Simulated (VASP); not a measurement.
BaTe, 4 atoms in the cell. The typed cell holds 4 atoms: a = 6.001 Å, b = 6.001 Å, c = 4.244 Å, α = 90.00°, β = 90.00°, γ = 90.00°. 

```yaml
Program: VASP 6.6.1
Task: single point
Functional: RPBE
Potentials_or_basis: VASP PAW PBE potentials, release 64 (Ba_sv, Te)
Cutoff: 520 eV
k_mesh: 6 × 6 × 8
Occupations: gaussian, width 0.05 eV
Spin: no spin polarisation
Dipole_correction: no
Further_INCAR_settings: ALGO = Normal; EDIFF = 1e-07; NBANDS = 24
```

Potentials or basis: VASP PAW PBE potentials, release 64 (Ba_sv, Te).

Run with:

```sh
$ cat potpaw_PBE.64/Ba_sv/POTCAR potpaw_PBE.64/Te/POTCAR > POTCAR
$ mpirun -np 1 vasp_std > vasp.out
```

Hardware: 1 thread of AMD EPYC 7R43 64-Core Processor (Zen 3), on a shared host.

Question: How long does it take, and how much memory?

Answer: Wall time 5.6 min on 1 thread of AMD EPYC 7R43 64-Core Processor (Zen 3), with other jobs on the host, peak memory 0.32 GiB. Counts: scf iterations 15, k points 50.
